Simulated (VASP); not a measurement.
Runs of VASP 6.6.1 on KF. The structure is that of space group I4/mmm (No. 139), or close to it. The cells are those of the table. 

```tsv
cell	gap on the mesh (eV)	pressure (GPa)
a = 3.831, b = 3.831, c = 3.970 Å, angles 58.8, 58.8, 62.4°, 2 atoms	6.36	-2.1
a = 3.831, b = 3.831, c = 3.686 Å, angles 61.2, 61.2, 57.5°, 2 atoms	6.76	0.0
a = 3.736, b = 3.736, c = 3.875 Å, angles 58.8, 58.8, 62.5°, 2 atoms	(b)	0.1
a = 3.877, b = 3.877, c = 3.970 Å, angles 59.2, 59.2, 61.6°, 2 atoms	(a)	-2.9
a = 3.782, b = 3.782, c = 3.875 Å, angles 59.2, 59.2, 61.6°, 2 atoms	6.63	(c)
```

Alike in all rows: task single point; level r2SCAN; potentials or basis VASP PAW PBE potentials, release 64 (K_sv, F); no spin polarisation; k mesh 8 × 8 × 8; cutoff (eV) 520; smearing gaussian 0.05 eV.

Fill in the values left out.

(a) 6.28; (b) 6.70; (c) -1.1.

Caveats: the PAW data sets were made with another functional, which shifts forces and pressure a little.

A k mesh can miss the band edges.
